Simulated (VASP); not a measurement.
## GaN: single point with PBE

The system is GaN.

```
Ga N
1.0
     6.43724    0.00000    0.00000
    -3.21862    5.57482    0.00000
     0.00000    0.00000    5.24353
Ga N
8 8
Direct
  0.33333 0.16667 0.49914
  0.16667 0.33333 0.99914
  0.33333 0.66667 0.49914
  0.16667 0.83333 0.99914
  0.83333 0.16667 0.49914
  0.66667 0.33333 0.99914
  0.83333 0.66667 0.49914
  0.66667 0.83333 0.99914
  0.33333 0.16667 0.87586
  0.16667 0.33333 0.37586
  0.33333 0.66667 0.87586
  0.16667 0.83333 0.37586
  0.83333 0.16667 0.87586
  0.66667 0.33333 0.37586
  0.83333 0.66667 0.87586
  0.66667 0.83333 0.37586
```

| Item | Value |
| --- | --- |
| Program | VASP 6.6.1 |
| Task | single point |
| Functional | PBE |
| Potentials or basis | VASP PAW PBE potentials, release 64 (Ga_d, N) |
| Cutoff | 600 eV |
| k mesh | 2 × 2 × 3 |
| Occupations | fermi-dirac, width 0.01 eV |
| Spin | no spin polarisation |

```yaml
Pressure: -0.2 GPa
Band_gap_on_the_k_mesh: 1.70 eV
```

Forces in eV/Å, atoms in the order of the input:
```
Ga   0.000  0.000  0.003
Ga   0.000  0.000  0.003
Ga   0.000  0.000  0.003
Ga   0.000  0.000  0.003
Ga   0.000  0.000  0.003
Ga   0.000  0.000  0.003
Ga   0.000  0.000  0.003
Ga   0.000  0.000  0.003
N    0.000  0.000 -0.003
N    0.000  0.000 -0.003
N    0.000  0.000 -0.003
N    0.000  0.000 -0.003
N    0.000  0.000 -0.003
N    0.000  0.000 -0.003
N    0.000  0.000 -0.003
N    0.000  0.000 -0.003
```

Stress tensor (GPa, compression positive):
```
 0.00  0.00  0.00
 0.00  0.00  0.00
 0.00  0.00 -0.48
```

Levels at points of the mesh, in eV from the valence-band top:
| k point | band 69 | band 70 | band 71 | band 72 | band 73 | band 74 | band 75 | band 76 |
| --- | --- | --- | --- | --- | --- | --- | --- | --- |
| (0.00, 0.00, 0.00) | -0.96 | -0.04 | 0.00 | 0.00 | 1.70 | 4.04 | 4.96 | 4.96 |
| (0.50, 0.00, 0.00) | -0.69 | -0.69 | -0.48 | -0.48 | 4.10 | 4.10 | 5.73 | 5.73 |

Run time: 3.4 min on 1 thread of Intel Xeon 8259CL, on a shared host, peak memory 0.36 GiB.

Caveat: the k points lie up to 0.56 Å⁻¹ apart.
